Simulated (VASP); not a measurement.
Write the native input for VASP 6.6.1 that does the following.

* Task: single point
* Functional: PBE
* Potentials or basis: VASP PAW PBE potentials, release 64 (Na_pv, Cu, H)
* Cutoff: 520 eV
* k mesh: 12 × 12 × 8
* Occupations: gaussian, width 0.1 eV
* Spin: no spin polarisation
* Dipole correction: no
* Further INCAR settings: ALGO = Normal; EDIFF = 1e-06; NBANDS = 20

The structure of NaCuH4 lies in POSCAR:

```
NaCuH4
1.0
    3.1571491560      0.0000000000      0.0000000000
    0.0000000000      3.1571491560      0.0000000000
    0.0000000000      0.0000000000      5.0377462525
Na Cu H
1 1 4
Direct
    0.0000000000      0.0000000000      0.0000000000
    0.5000000000      0.5000000000      0.5000000000
    0.5000000000      0.0000000000      0.3307503314
    0.0000000000      0.5000000000      0.6692496686
    0.5000000000      0.0000000000      0.6692496686
    0.0000000000      0.5000000000      0.3307503314
```

The input as run:

INCAR

```
SYSTEM = NaCuH4
PREC = Accurate
ENCUT = 520
EDIFF = 1E-6
ISMEAR = 0
SIGMA = 0.1
LREAL = .False.
LASPH = .True.
NELM = 100
ALGO = Normal
ISIF = 2
LWAVE = .False.
LCHARG = .False.
GGA = PE
NBANDS = 20
```

KPOINTS

```
regular mesh
0
Gamma
  12 12 8
  0 0 0
```

Potentials or basis: VASP PAW PBE potentials, release 64 (Na_pv, Cu, H).

Launch:

```sh
$ cat potpaw_PBE.64/Na_pv/POTCAR potpaw_PBE.64/Cu/POTCAR potpaw_PBE.64/H/POTCAR > POTCAR
$ mpirun -np 1 vasp_std > vasp.out
```

Results of the run:

The pressure is 0.2 GPa and the largest force is 0.005 eV/Å. The band gap on the k mesh is zero (band 11 reaches 4.83 eV, above the bottom of band 12 at 2.51 eV).

Run time: 44 s on 1 thread of Intel(R) Xeon(R) 6975P-C (Granite Rapids), with other jobs on the host, peak memory 0.26 GiB.
